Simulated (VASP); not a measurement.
Hg, 1 atom in the cell. The structure is tetragonal, space group I4/mmm (No. 139). The conventional cell has a = 3.753 Å, b = 3.753 Å, c = 3.834 Å, α = 90.00°, β = 90.00°, γ = 90.00°. Within 4.3 Å of Hg (site symmetry 4/mmm) lie 14 Hg at 3.27 to 3.83 Å. 

| Property | Result |
| --- | --- |
| Program | VASP 6.6.1 |
| Task | single point |
| Functional | LDA |
| Potentials or basis | VASP PAW LDA potentials, release 64 (Hg) |
| Cutoff | 520 eV |
| k mesh | 9 × 9 × 9 |
| Occupations | methfessel-paxton, width 0.3 eV |
| Spin | no spin polarisation |
| Dipole correction | no |
| Further INCAR settings | ALGO = Normal; EDIFF = 1e-07; NBANDS = 12 |

Potentials or basis: VASP PAW LDA potentials, release 64 (Hg).

Command:

```bash
$ cat potpaw_LDA.64/Hg/POTCAR > POTCAR
$ mpirun -np 1 vasp_std > vasp.out
```

Hardware: 1 thread of Intel Xeon 8259CL, with other jobs on the host.

**Question.** How long does it take, and how much memory?

**Answer.** Run time: 14 s on 1 thread of Intel Xeon 8259CL, with other jobs on the host, peak memory 0.14 GiB. Counts: scf iterations 11, k points 75.
